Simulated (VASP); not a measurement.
The system is Ag.

```
Ag
1.0
     0.00000    2.04310    2.04310
     2.04310    0.00000    2.04310
     2.04310    2.04310    0.00000
Ag
1
Direct
  0.00000 0.00000 0.00000
```

```yaml
Program: VASP 6.6.1
Task: relaxation of cell and atoms
Functional: PBE
Potentials_or_basis: VASP PAW PBE potentials, release 64 (Ag)
Cutoff: 600 eV
k_mesh: 13 × 13 × 13
Occupations: fermi-dirac, width 0.1 eV
Spin: no spin polarisation
```

At the start: pressure 4.4 GPa; volume 17.06 Å³/atom.

Task: How do energy, volume and symmetry change on relaxing?

Result: Over 3 steps the energy falls by 9.6 meV/atom and the volume is 17.80 Å³/atom (+4.3 %); space group Fm-3m (No. 225, to 0.05 Å).

Step by step:
```
step  energy change (eV)  largest force (eV/Å)  pressure (GPa)  volume (Å³)
   1              0.0000                0.0000            4.37        17.06
   2             -0.0068                0.0000           -2.01        18.23
   3             -0.0096                0.0000            0.01        17.80
```

Final structure:
```cif
data_structure
_symmetry_space_group_name_H-M 'P 1'
_symmetry_Int_Tables_number 1
_cell_length_a 2.9307
_cell_length_b 2.9307
_cell_length_c 2.9307
_cell_angle_alpha 60.000
_cell_angle_beta 60.000
_cell_angle_gamma 60.000
_cell_volume 17.80
loop_
_atom_site_label
_atom_site_type_symbol
_atom_site_fract_x
_atom_site_fract_y
_atom_site_fract_z
_atom_site_occupancy
Ag1 Ag 0.00000 0.00000 0.00000 1
```
